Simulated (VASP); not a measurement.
Here is a VASP 6.6.1 calculation.

The input INCAR:

```
SYSTEM = Cs
ALGO = Normal
EDIFF = 1E-7
ENCUT = 520
GGA = CA
ISIF = 2
ISMEAR = -1
LASPH = .TRUE.
LCHARG = .FALSE.
LREAL = .FALSE.
LWAVE = .FALSE.
NBANDS = 10
NELM = 60
PREC = Accurate
SIGMA = 0.1
```

KPOINTS

```
k-points
0
G
  9 9 9
  0 0 0
```

File POSCAR:

```
Cs
1.0
    0.0000000000      3.6364295308      3.6364295308
    3.6364295308      0.0000000000      3.6364295308
    3.6364295308      3.6364295308      0.0000000000
Cs
1
Direct
    0.0000000000      0.0000000000      0.0000000000
```

Potentials or basis: VASP PAW LDA potentials, release 64 (Cs_sv).

Launch:

```console
$ cat potpaw_LDA.64/Cs_sv/POTCAR > POTCAR
$ mpirun -np 1 vasp_std > vasp.out
```

Q: Predict the pressure.

A: 0.0 GPa.
